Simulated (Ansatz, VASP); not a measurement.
# La2O3 in VASP and in Ansatz

INCAR

```
ALGO = Normal
EDIFF = 1E-6
ENCUT = 520
GGA = PE
ISIF = 2
ISMEAR = -1
LASPH = True
LCHARG = False
LREAL = False
LWAVE = False
NBANDS = 28
NELM = 60
PREC = Accurate
SIGMA = 0.02
```

File KPOINTS:

```
k-points
0
Gamma
  12 12 4
```

POSCAR

```
La2O3
1.0
    3.8678113046      0.0000000000      0.0000000000
   -1.9339056523      3.3496228469      0.0000000000
    0.0000000000      0.0000000000      6.0214686761
La O
2 3
Direct
    0.6666666667      0.3333333333      0.7568345435
    0.3333333333      0.6666666667      0.2431654565
    0.6666666667      0.3333333333      0.3537141663
    0.3333333333      0.6666666667      0.6462858337
    0.0000000000      0.0000000000      0.0000000000
```

Input for Ansatz:

```yaml
crystal:
  lattice:
    - [3.8678113046, 0.0, 0.0]
    - [-1.9339056523, 3.3496228469, 0.0]
    - [0.0, 0.0, 6.0214686761]
  atoms:
    - { symbol: La, position: [0.6666666667, 0.3333333333, 0.7568345435] }
    - { symbol: La, position: [0.3333333333, 0.6666666667, 0.2431654565] }
    - { symbol: O, position: [0.6666666667, 0.3333333333, 0.3537141663] }
    - { symbol: O, position: [0.3333333333, 0.6666666667, 0.6462858337] }
    - { symbol: O, position: [0.0, 0.0, 0.0] }
kpoints:
  mp_grid: { grid: [12, 12, 4] }
  band_path:
    path:
      - [0.0, 0.0, 0.0]
      - [0.5, 0.0, 0.0]
      - [0.3333333333, 0.3333333333, 0.0]
      - [0.0, 0.0, 0.5]
      - [0.5, 0.0, 0.5]
      - [0.3333333333, 0.3333333333, 0.5]
      - [0.255208, 0.255208, -0.5]
      - [0.0, 0.5, 0.0]
    npoints: 1
hamiltonian:
  xc: pbe
scf:
  occupations: { method: fermi_dirac, width: 0.02 }
  n_extra_bands: 5
output:
  forces: true
  stress: true
  eigenvalues: true
```

Change from the starting cell: hydrostatic strain -1.7%.

Alike in both runs: task single point; functional PBE; k mesh 12 × 12 × 4; occupations fermi-dirac, width 0.02 eV; no spin polarisation.

|  | VASP | Ansatz |
| --- | --- | --- |
| version | VASP 6.6.1 | Ansatz 0.2.0 |
| potentials or method | VASP PAW PBE potentials, release 64 (La, O) | plane waves, PAW |
| plane-wave cutoff (eV) | 520 | 420 |
| valence electrons in the cell | 40 | 40 |

|  | VASP | Ansatz | Ansatz less VASP |
| --- | --- | --- | --- |
| gap on the k mesh at the Fermi level (eV) | 3.88 | 3.87 | -0.018 |
| pressure (GPa) | 8.2 | 8.5 | +0.33 |
| traceless stress, the component that is largest in VASP (GPa) | -1.25 | -1.31 | -0.053 |
| rms of the force components (eV/Å) | 0.016 | 0.010 | -0.0063 |

Atom by atom the forces differ by 0.006 eV/Å (rms over components).

Neither program's run includes spin-orbit coupling.
